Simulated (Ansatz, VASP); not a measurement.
La: VASP beside Ansatz

```
La
1.0
     3.59369    0.00000    0.00000
    -1.79685    3.11223    0.00000
     0.00000    0.00000   11.52080
La
4
Direct
  0.00000 0.00000 0.00000
  0.00000 0.00000 0.50000
  0.33333 0.66667 0.75000
  0.66667 0.33333 0.25000
```

Alike in both runs: functional LDA; k mesh 16 × 16 × 5; occupations fermi-dirac, width 0.05 eV; no spin polarisation.

Ansatz relaxed the structure, and its values are those at the end. VASP's run is a single point on that final structure, the one shown.

```csv
,VASP,Ansatz
version,VASP 6.6.1,Ansatz 0.2.0
potentials or method,"VASP PAW LDA potentials, release 64 (La)","PAW with Ansatz's default frozen-core files, scalar-relativistic"
plane-wave cutoff (eV),520,420
valence electrons in the cell,44,44
```

|  | VASP | Ansatz | Ansatz less VASP |
| --- | --- | --- | --- |
| pressure (GPa) | -0.1 | 0.0 | +0.09 |

LDA's correlation is that of Perdew and Zunger in VASP and of Perdew and Wang (1992) in Ansatz.

Neither program's run includes spin-orbit coupling.
